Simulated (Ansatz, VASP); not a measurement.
# Cd2Se3: VASP beside Ansatz

```
CELL_PARAMETERS angstrom
5.11682 0.00000 0.00000
0.00000 5.11682 0.00000
0.00000 0.00000 5.11682
ATOMIC_POSITIONS crystal
Cd 0.00000 0.00000 0.00000
Cd 0.50000 0.50000 0.50000
Se 0.00000 0.50000 0.50000
Se 0.50000 0.00000 0.50000
Se 0.50000 0.50000 0.00000
```

Alike in both runs: task single point; functional PBE; k mesh 4 × 4 × 4; occupations gaussian, width 0.1 eV; no spin polarisation.

|  | VASP | Ansatz |
| --- | --- | --- |
| version | VASP 6.6.1 | Ansatz 0.2.0 |
| potentials or method | VASP PAW PBE potentials, release 64 (Cd, Se), cutoff 520 eV | scalar-relativistic, plane waves, PAW |
| valence electrons in the cell | 42 | 88 |

Ansatz gave:

- gap on the k mesh at the Fermi level (eV): none
- pressure (GPa): 3.5

Task: Estimate VASP's values.

Result: gap on the k mesh at the Fermi level (eV): none; pressure (GPa): 3.9.

A gap of «none» marks a metal or a gap that the smearing closes. VASP's potentials hold 42 valence electrons a cell and Ansatz's 88, so a difference there can come from the potentials and not from the codes.
